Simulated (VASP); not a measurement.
Here is a VASP 6.6.1 calculation.

INCAR

```
SYSTEM = TaC5
PREC = Accurate
ENCUT = 520
EDIFF = 1E-6
ISMEAR = 0
SIGMA = 0.1
LREAL = .False.
LASPH = .True.
NELM = 100
ALGO = Normal
ISIF = 2
LWAVE = .False.
LCHARG = .True.
GGA = PE
LELF = .True.
LVHAR = .True.
NBANDS = 24
```

KPOINTS

```
Automatic mesh
0
Gamma
  4 4 6
  0 0 0
```

File POSCAR:

```
TaC5
1.0
    2.2792521653     -4.1612350708      0.0000000000
    2.2792521653      4.1612350708      0.0000000000
    0.0000000000      0.0000000000      3.2206695634
Ta C
1 5
Direct
    0.5000000000      0.5000000000      0.0000000000
    0.8337762793      0.1662237207      0.0000000000
    0.1662237207      0.8337762793      0.0000000000
    0.0000000000      0.5000000000      0.1453063034
    0.5000000000      0.0000000000      0.8546936966
    0.0000000000      0.0000000000      0.0000000000
```

Potentials or basis: VASP PAW PBE potentials, release 64 (Ta_pv, C).

The run is started by

```console
$ cat potpaw_PBE.64/Ta_pv/POTCAR potpaw_PBE.64/C/POTCAR > POTCAR
$ mpirun -np 1 vasp_std > vasp.out
```

**Question.** Predict the pressure.

**Answer.** 0.4 GPa.

**Question.** Predict the band gap on the k mesh.

**Answer.** Zero (an odd number of electrons rules out a gap without spin polarisation).

Stress tensor (GPa, compression positive):
```
 0.47  0.00  0.00
 0.00  0.81  0.00
 0.00  0.00 -0.13
```

Caveat: the k points lie up to 0.39 Å⁻¹ apart, too coarse for converged energies and pressures of a metal; spin-orbit coupling is left out, which moves the levels of the heavy elements.
